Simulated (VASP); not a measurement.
Set up this calculation in VASP 6.6.1, as the native input.

* Task: relaxation of cell and atoms
* Functional: PBE
* Potentials or basis: VASP PAW PBE potentials, release 64 (Si, C)
* Cutoff: 600 eV
* k mesh: 8 × 8 × 8
* Occupations: gaussian, width 0.02 eV
* Spin: no spin polarisation
* Dipole correction: no
* Further INCAR settings: ALGO = Normal; EDIFF = 1e-06; IBRION = 2; EDIFFG = -0.01; NSW = 100; ISIF = 3

The structure of Si2C lies in POSCAR:

```
Si2C
1.0
   -1.9507082803      3.5359718147      4.3680631508
    1.9507082803     -3.5359718147      4.3680631508
    1.9507082803      3.5359718147     -4.3680631508
Si C
4 2
Direct
    0.8797184867      0.2101189865      0.6695995002
    0.4594805137      0.7898810135      0.6695995002
    0.5405194863      0.2101189865      0.3304004998
    0.1202815133      0.7898810135      0.3304004998
    0.4021961456      0.0000000000      0.4021961456
    0.5978038544      0.0000000000      0.5978038544
```

The cell was generated, and may not be a known phase.

The input as run:

INCAR

```
SYSTEM = Si2C
PREC = Accurate ; ENCUT = 600
EDIFF = 1E-6 ; ISMEAR = 0
SIGMA = 0.02 ; LREAL = .FALSE.
LASPH = .TRUE. ; NELM = 80
ALGO = Normal ; ISIF = 3
LWAVE = .FALSE. ; LCHARG = .FALSE.
GGA = PE ; IBRION = 2
NSW = 100 ; EDIFFG = -0.01
```

KPOINTS

```
regular mesh
0
G
  8 8 8
  0 0 0
```

Potentials or basis: VASP PAW PBE potentials, release 64 (Si, C).

Launch:

```sh
$ cat potpaw_PBE.64/Si/POTCAR potpaw_PBE.64/C/POTCAR > POTCAR
$ mpirun -np 1 vasp_std > vasp.out
```

Results of the run:

```
Relaxed volume                        : 20.06 Å³/atom
Relaxed cell                          : a = 5.947 Å, b = 5.947 Å, c = 5.947 Å, α = 141.74°, β = 107.02°, γ = 85.53°
Space group after relaxing (to 0.1 Å) : Immm (No. 71)
Energy gained by relaxing             : 0.0 meV/atom
Ionic steps                           : 5
Pressure after relaxing               : 0.0 GPa
Largest force after relaxing          : 0.006 eV/Å
Band gap on the k mesh                : 1.06 eV (least direct gap 1.11 eV)
```

It took 7.1 min on 1 thread of Intel(R) Xeon(R) 6975P-C (Granite Rapids), with other jobs on the host, peak memory 0.45 GiB.
